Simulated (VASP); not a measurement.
Runs of VASP 6.6.1 on Li7Sb. The structure is that of space group C2/m (No. 12), or close to it. The cells are those of the table. 

```tsv
task	cell	k mesh	cutoff (eV)	gap on the mesh (eV)	largest force (eV/Å)
single point	a = 5.350, b = 5.350, c = 5.490 Å, angles 108.0, 108.0, 111.2°, 8 atoms	4 × 4 × 4	520	none	1.26
single point	a = 6.781, b = 6.781, c = 5.548 Å, angles 113.8, 113.8, 110.4°, 8 atoms	8 × 8 × 10	520	none	(a)
relaxation of cell and atoms	relaxed from a = 5.350, b = 5.350, c = 5.490 Å, angles 108.0, 108.0, 111.2°, 8 atoms	4 × 4 × 4	600	none	0.04
single point	a = 6.825, b = 6.825, c = 5.554 Å, angles 113.7, 113.7, 110.5°, 8 atoms	4 × 4 × 4	520	none	0.02
single point	a = 5.473, b = 5.548, c = 6.781 Å, angles 113.8, 113.5, 90.8°, 8 atoms	4 × 4 × 4	520	none	0.02
```

Alike in all rows: level PBE; potentials or basis VASP PAW PBE potentials, release 64 (Li_sv, Sb); no spin polarisation; smearing gaussian 0.1 eV.

Task: Estimate the missing entries.

Result: (a) 0.01.

Caveats: some runs use coarse meshes; spin-orbit coupling is left out, which moves the levels of the heavy elements; forces of over 1 eV/Å act on the atoms, so gaps and moduli don't describe the material at rest (some runs).

A k mesh can miss the band edges, and the runs leave out spin-orbit coupling on Sb.

A gap of «none» marks levels without a gap at the run's occupations.
